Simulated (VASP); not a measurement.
Here is a VASP 6.6.1 calculation.

Contents of INCAR:

```
PREC     = Accurate       # precision mode
ENCUT    = 520            # plane-wave cutoff, eV
EDIFF    = 1E-6           # SCF threshold, eV
ISMEAR   = 0              # smearing method
SIGMA    = 0.1            # smearing width, eV
LREAL    = F              # projectors in reciprocal space
LASPH    = T              # aspherical terms in the spheres
NELM     = 60             # most SCF steps
ALGO     = Fast           # electronic algorithm
ISIF     = 2              # what is computed and relaxed
LWAVE    = F              # write WAVECAR
LCHARG   = F              # write CHGCAR
GGA      = PE             # functional
NBANDS   = 25             # bands
```

Contents of KPOINTS:

```
regular mesh
0
Gamma
  6 6 4
```

POSCAR

```
Cu2W
1.0
    3.6969593400      0.0000000000      0.0000000000
   -1.8484796700      3.2016607100      0.0000000000
    0.0000000000      0.0000000000      3.9581859500
Cu W
2 1
Direct
    0.3333333300      0.6666666700      0.0000000000
    0.6666666700      0.3333333300      0.0000000000
    0.0000000000      0.0000000000      0.5000000000
```

Potentials or basis: VASP PAW PBE potentials, release 64 (Cu, W_sv).

Command:

```bash
$ cat potpaw_PBE.64/Cu/POTCAR potpaw_PBE.64/W_sv/POTCAR > POTCAR
$ mpirun -np 1 vasp_std > vasp.out
```

Q: Predict the band gap on the k mesh.

A: Zero (band 18 reaches 7.45 eV, above the bottom of band 19 at 6.61 eV).

Q: Predict the pressure.

A: -7.8 GPa.

Stress tensor (GPa, compression positive):
```
  2.38   0.00   0.00
  0.00   2.38   0.00
  0.00   0.00 -28.13
```

Caveat: the k points lie up to 0.40 Å⁻¹ apart; spin-orbit coupling is left out, which moves the levels of the heavy elements.
